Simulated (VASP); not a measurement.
# C (Fmmm) in VASP: notebook, part 2 of 2

VASP 6.6.1.

## Step 5: Single point, PBE (x and y stretched by -3 %, z held)

INCAR

```
SYSTEM = C
PREC     = Accurate       ! precision mode
ENCUT    = 520            ! plane-wave cutoff, eV
EDIFF    = 1E-6           ! SCF threshold, eV
ISMEAR   = -1             ! smearing method
SIGMA    = 0.05           ! smearing width, eV
LREAL    = .False.        ! projectors in reciprocal space
LASPH    = .True.         ! aspherical terms in the spheres
NELM     = 100            ! most SCF steps
ALGO     = Normal         ! electronic algorithm
ISIF     = 2              ! what is computed and relaxed
LWAVE    = .False.        ! write WAVECAR
LCHARG   = .True.         ! write CHGCAR
GGA      = PE             ! functional
LELF     = .True.         ! ELF
LVHAR    = .True.       
NBANDS   = 11             ! bands
```

KPOINTS

```
Automatic mesh
0
Gamma
  18 18 18
  0 0 0
```

POSCAR

```
C
1.0
    0.0000000000      2.0631900000      3.3480000000
    1.1911600000      0.0000000000      3.3480000000
    1.1911600000      2.0631900000      0.0000000000
C
2
Direct
    0.1666700000      0.8333300000      0.1666700000
    0.8333300000      0.1666700000      0.8333300000
```

Potentials or basis: VASP PAW PBE potentials, release 64 (C).

Command:

```console
cat potpaw_PBE.64/C/POTCAR > POTCAR
mpirun -np 1 vasp_std > vasp.out
```

OUTCAR:

```text
SYSTEM = C
   PREC = Accurate
   ENCUT = 520
   EDIFF = 1E-6
   ISMEAR = -1
   LREAL = .False.
   LASPH = .True.
   NELM = 100
   ISIF = 2
   GGA = PE

 ion  position               nearest neighbor table
   1  0.167  0.833  0.167-   2 1.38   2 1.38   2 1.38
   2  0.833  0.167  0.833-   1 1.38   1 1.38   1 1.38

  LATTYP: Found a face centered orthorhombic cell.
 ALAT       =     2.3823200000
 B/A-ratio  =     1.7320846906
 C/A-ratio  =     2.8107055307

  Lattice vectors:

 A1 = (   0.0000000000,   2.0631900000,   3.3480000000)
 A2 = (   1.1911600000,   0.0000000000,   3.3480000000)
 A3 = (   1.1911600000,   2.0631900000,   0.0000000000)

Analysis of symmetry for initial positions (statically):
=====================================================================
 Subroutine PRICEL returns:
 Original cell was already a primitive cell.

 Routine SETGRP: Setting up the symmetry group for a
 face centered orthorhombic supercell.

 Subroutine GETGRP returns: Found  8 space group operations
 (whereof  8 operations were pure point group operations)
 out of a pool of  8 trial point group operations.

The static configuration has the point symmetry D_2h.

[... 163 lines left out ...]
 cond. band min:       5.3701103853   @ k =  -0.2222   0.1111   0.3333
 fundamental gap:      0.0753976338
 Fermi energy:         5.3290571652

 k-point     1 :       0.0000    0.0000    0.0000
  band No.  band energies     occupation
      1     -15.1548      2.00000
      2      -1.9644      2.00000
      3       2.3713      2.00000
      4       2.3923      2.00000
      5       9.2164      0.00000
      6      14.3533      0.00000
      7      14.4174      0.00000
      8      18.0238      0.00000
      9      20.3579      0.00000
     10      29.3271      0.00000
     11      31.5438      0.00000
[... 309 lines left out ...]
 k-point    24 :      -0.2222    0.0556    0.0000
  band No.  band energies     occupation
      1     -13.2024      2.00000
      2      -2.9722      2.00000
      3      -0.1404      2.00000
      4       0.1038      2.00000
      5      11.8040      0.00000
      6      12.2097      0.00000
      7      14.3184      0.00000
      8      21.0283      0.00000
      9      23.3348      0.00000
     10      24.5591      0.00000
     11      29.6688      0.00000

 [... further k-points ...]
[... 5 lines left out ...]
  --------------------------------------------------------------------------------------
  -------------------------------------------------------------------------------------
  Total        5.1877205      5.1373365      0.3873748      0.0000000      0.0000000      0.0000000
  in kB      505.0825709    500.1771197     37.7152659      0.0000000      0.0000000      0.0000000
  external PRESSURE =     347.6583188 kB  Pullay stress =       0.0000000 kB

 VOLUME and BASIS-vectors are now :
 -----------------------------------------------------------------------------
  energy-cutoff  :      520.00
  volume of cell :       16.46
      direct lattice vectors                 reciprocal lattice vectors
     0.000000000  2.063190000  3.348000000    -0.419758890  0.242343168  0.149342891
     1.191160000  0.000000000  3.348000000     0.419758890 -0.242343168  0.149342891
     1.191160000  2.063190000  0.000000000     0.419758890  0.242343168 -0.149342891

 POSITION                                       TOTAL-FORCE (eV/Angst)
 -----------------------------------------------------------------------------------
      1.19116      0.68774      3.34800         0.000000      0.002480      0.000000
      1.19116      3.43864      3.34800         0.000000     -0.002480      0.000000
 -----------------------------------------------------------------------------------
    total drift:                               -0.000000     -0.000000     -0.000000

  FREE ENERGIE OF THE ION-ELECTRON SYSTEM (eV)
  ---------------------------------------------------
  free  energy   TOTEN  =       -18.2418432167 eV

  energy  without entropy=      -18.2416263036  energy(sigma->0) =      -18.24173476
```

stdout:

```text
POSCAR found type information on POSCAR C
 POSCAR found :  1 types and       2 ions
 scaLAPACK will be used
 LDA part: xc-table for (Slater+PW92), standard interpolation
 POSCAR, INCAR and KPOINTS ok, starting setup
 FFT: planning ... GRIDC
 FFT: planning ... GRID_SOFT
 FFT: planning ... GRID
 WAVECAR not read
 entering main loop
```

Wall time 67 s (1 thread of Intel Xeon 6975P-C (Granite Rapids), shared host); peak memory 0.24 GiB.

What came out:

```yaml
Free_energy: -18.2418 eV
Pressure: 34.8 GPa
Band_gap_on_the_k_mesh: 0.08 eV, indirect (least direct gap 0.15 eV)
```

Forces in eV/Å, atoms in the order of the input:
```
C    0.000  0.002  0.000
C    0.000 -0.002  0.000
```

Stress tensor (GPa, compression positive):
```
50.51  0.00  0.00
 0.00 50.02  0.00
 0.00  0.00  3.77
```

Caveat: the cell differs from its parent crystal (x and y stretched by -3 %, z held). A k mesh can miss the band edges.

## Step 6: The runs side by side

| cell | k mesh | gap on the mesh (eV) | pressure (GPa) | largest force (eV/Å) |
| --- | --- | --- | --- | --- |
| a = 3.967, b = 3.566, c = 2.456 Å, angles 80.1, 62.3, 37.6°, 2 atoms | 5 × 5 × 5 | 1.83 | 5.2 | 0.07 |
| a = 3.967, b = 3.566, c = 2.456 Å, angles 80.1, 62.3, 37.6°, 2 atoms | 9 × 9 × 9 | 0.16 | 5.1 | 0.02 |
| a = 3.967, b = 3.566, c = 2.456 Å, angles 80.1, 62.3, 37.6°, 2 atoms | 14 × 14 × 14 | 0.36 | 5.1 | 0.03 |
| a = 3.933, b = 3.554, c = 2.382 Å, angles 80.4, 63.0, 36.7°, 2 atoms | 18 × 18 × 18 | 0.08 | 34.8 | - |

Alike in all rows: task single point; level PBE; potentials or basis VASP PAW PBE potentials, release 64 (C); no spin polarisation; cutoff (eV) 520; smearing fermi-dirac 0.05 eV.

Caveats: some runs use coarse meshes.

Total energies depend on the potentials used, so only differences within one code and one set of settings carry meaning.
